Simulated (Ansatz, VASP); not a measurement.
# Two plane-wave programs on InP

```
In P
1.0
     0.00000    2.98000    2.98000
     2.98000    0.00000    2.98000
     2.98000    2.98000    0.00000
In P
1 1
Direct
  0.00000 0.00000 0.00000
  0.25000 0.25000 0.25000
```

Alike in both runs: task single point; functional PBE; k mesh 6 × 6 × 6; occupations fermi-dirac, width 0.02 eV; non-collinear spin, spin-orbit coupling.

|  | VASP | Ansatz |
| --- | --- | --- |
| version | VASP 6.6.1 | Ansatz 0.2.0 development build |
| potentials or method | VASP PAW PBE potentials, release 64 (In_d, P) | plane waves, PAW datasets (hand-made set) |
| plane-wave cutoff (eV) | 520 | 710 |
| valence electrons in the cell | 18 | 26 |

|  | VASP | Ansatz | Ansatz less VASP |
| --- | --- | --- | --- |
| net moment per atom (μB) | 0.00 | 0.00 | 0.000 |

VASP's potentials hold 18 valence electrons a cell and Ansatz's 26, so a difference there can come from the potentials and not from the codes.
